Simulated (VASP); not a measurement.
A run of VASP 6.6.1:

The input INCAR:

```
PREC = Accurate ; ENCUT = 520
EDIFF = 1E-6 ; ISMEAR = -1
SIGMA = 0.02 ; LREAL = F
LASPH = T ; NELM = 80
ALGO = Normal ; ISIF = 2
LWAVE = F ; LCHARG = F
LDIPOL = T ; IDIPOL = 3
DIPOL = 0.5 0.5 0.500 ; GGA = CA
NBANDS = 36
```

Contents of KPOINTS:

```
Automatic mesh
0
Gamma
  6 5 1
```

Contents of POSCAR:

```
InAs
1.0
    4.2617729329      0.0000000000      0.0000000000
    0.0000000000      6.0270570815      0.0000000000
    0.0000000000      0.0000000000     20.2618000000
In As
3 3
Direct
    0.2500000000      0.1250000000      0.3948323216
    0.7500000000      0.6250000000      0.5000000000
    0.2500000000      0.1250000000      0.6051676784
    0.7500000000      0.8750000000      0.3948323216
    0.2500000000      0.3750000000      0.5000000000
    0.7500000000      0.8750000000      0.6051676784
```

Potentials or basis: VASP PAW LDA potentials, release 64 (In_d, As).

Run with:

```sh
$ cat potpaw_LDA.64/In_d/POTCAR potpaw_LDA.64/As/POTCAR > POTCAR
$ mpirun -np 1 vasp_std > vasp.out
```

Hardware: 1 thread of Intel(R) Xeon(R) 6975P-C (Granite Rapids) (shared host).

Task: How long does it take, and how much memory?

Result: It took 7.7 min on 1 thread of Intel(R) Xeon(R) 6975P-C (Granite Rapids), on a shared host, peak memory 0.51 GiB. Counts: scf iterations 24, k points 12.
